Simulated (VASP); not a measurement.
Input of a VASP 6.6.1 run:

Contents of INCAR:

```
PREC = Accurate
ENCUT = 520
EDIFF = 1E-7
ISMEAR = -1
SIGMA = 0.03
LREAL = False
LASPH = True
NELM = 150
ALGO = Normal
ISIF = 2
LWAVE = False
LCHARG = False
ISPIN = 2
MAGMOM = 1.5 0
LORBIT = 11
LMAXMIX = 4
GGA = PE
NBANDS = 19
```

File KPOINTS:

```
regular mesh
0
Gamma
  17 17 17
```

The input POSCAR:

```
NiO
1.0
    0.0209131000      2.1017665500      2.1017665500
    2.1017665500      0.0209131000      2.1017665500
    2.1017665500      2.1017665500      0.0209131000
Ni O
1 1
Direct
    0.0000000000      0.0000000000      0.0000000000
    0.5000000000      0.5000000000      0.5000000000
```

Potentials or basis: VASP PAW PBE potentials, release 64 (Ni, O).

Command:

```sh
$ cat potpaw_PBE.64/Ni/POTCAR potpaw_PBE.64/O/POTCAR > POTCAR
$ mpirun -np 1 vasp_std > vasp.out
```

Predict the net moment.

1.71 μB per cell.

Estimate the site moments.

Ni +1.41; O +0.26 μB.

Stress tensor (GPa, compression positive):
```
 3.78 -0.58 -0.58
-0.58  3.78 -0.58
-0.58 -0.58  3.78
```

Caveat: the cell differs from its parent crystal (equal xy, yz and zx shear strains of +1 %); the cell stands under pressure; a cell with one magnetic atom can't hold antiferromagnetic order, which such compounds often take.
